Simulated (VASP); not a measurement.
Wanted: the native input for a VASP 6.6.1 run.

```yaml
Task: single point
Functional: PBE
Potentials_or_basis: VASP PAW PBE potentials, release 64 (Ba_sv, Ag_sv_GW, N)
Cutoff: 700 eV
k_mesh: 6 × 6 × 6
Occupations: gaussian, width 0.1 eV
Spin: no spin polarisation
Dipole_correction: no
Further_INCAR_settings: ALGO = Normal; EDIFF = 1e-06; NBANDS = 37
```

The structure of BaAg2N2 lies in POSCAR:

```
BaAg2N2
1.0
   -2.0643856639      2.0643856639      4.8743274062
    2.0643856639     -2.0643856639      4.8743274062
    2.0643856639      2.0643856639     -4.8743274062
Ba Ag N
1 2 2
Direct
    0.0000000000      0.0000000000      0.0000000000
    0.7500000000      0.2500000000      0.5000000000
    0.2500000000      0.7500000000      0.5000000000
    0.3842000000      0.3842000000      0.0000000000
    0.6158000000      0.6158000000      0.0000000000
```

This cell differs from its parent crystal: As replaced by N, lengths x 0.922, strained.

One way to write it, as run:

INCAR

```
SYSTEM = BaAg2N2
PREC     = Accurate       ! precision mode
ENCUT    = 700            ! plane-wave cutoff, eV
EDIFF    = 1E-6           ! SCF threshold, eV
ISMEAR   = 0              ! smearing method
SIGMA    = 0.1            ! smearing width, eV
LREAL    = .FALSE.        ! projectors in reciprocal space
LASPH    = .TRUE.         ! aspherical terms in the spheres
NELM     = 120            ! most SCF steps
ALGO     = Normal         ! electronic algorithm
ISIF     = 2              ! what is computed and relaxed
LWAVE    = .FALSE.        ! write WAVECAR
LCHARG   = .TRUE.         ! write CHGCAR
GGA      = PE             ! functional
LELF     = .TRUE.         ! ELF
LVHAR    = .TRUE.       
NBANDS   = 37             ! bands
GGA_COMPAT= .FALSE.
```

KPOINTS

```
Automatic mesh
0
G
  6 6 6
  0 0 0
```

Potentials or basis: VASP PAW PBE potentials, release 64 (Ba_sv, Ag_sv_GW, N).

Run with:

```console
$ cat potpaw_PBE.64/Ba_sv/POTCAR potpaw_PBE.64/Ag_sv_GW/POTCAR potpaw_PBE.64/N/POTCAR > POTCAR
$ mpirun -np 1 vasp_std > vasp.out
```

Results of the run:

- Pressure: 1.9 GPa
- Largest force: 0.518 eV/Å
- Band gap on the k mesh: zero (bands 29 and 30 overlap by 0.77 eV)

Caveat: the cell differs from its parent crystal (As replaced by N, lengths x 0.922, strained); the stress differs along the axes, from -1 to 7 GPa; spin-orbit coupling is left out, which moves the levels of the heavy elements.

Run time: 3.2 min on 1 thread of AMD EPYC 9R45 96-Core Processor (Zen 5), with other jobs on the host, peak memory 0.41 GiB.
